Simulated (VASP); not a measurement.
BN, 2 atoms in the cell. Symmetry: F-43m, No. 216, cubic system. The conventional cell has a = 3.695 Å, b = 3.695 Å, c = 3.695 Å, α = 90.00°, β = 90.00°, γ = 90.00°. B (site symmetry -43m) has 4 N at 1.60 Å within 2.1 Å. N (site symmetry -43m) has 4 B at 1.60 Å within 2.1 Å. 

* Program: VASP 6.6.1
* Task: single point
* Functional: BLYP
* Potentials or basis: VASP PAW PBE potentials, release 64 (B, N)
* Cutoff: 600 eV
* k mesh: 12 × 12 × 12
* Occupations: gaussian, width 0.05 eV
* Spin: no spin polarisation
* Dipole correction: no
* Further INCAR settings: ALGO = Normal; EDIFF = 1e-06; NBANDS = 11

Potentials or basis: VASP PAW PBE potentials, release 64 (B, N).

The run is started by

```console
$ cat potpaw_PBE.64/B/POTCAR potpaw_PBE.64/N/POTCAR > POTCAR
$ mpirun -np 1 vasp_std > vasp.out
```

Hardware: 1 thread of Intel Xeon 8259CL, with other jobs on the host.

Question: Estimate the wall time of this run.

Answer: Run time: 27 s on 1 thread of Intel Xeon 8259CL, with other jobs on the host, peak memory 0.14 GiB. Counts: scf iterations 12, k points 72.
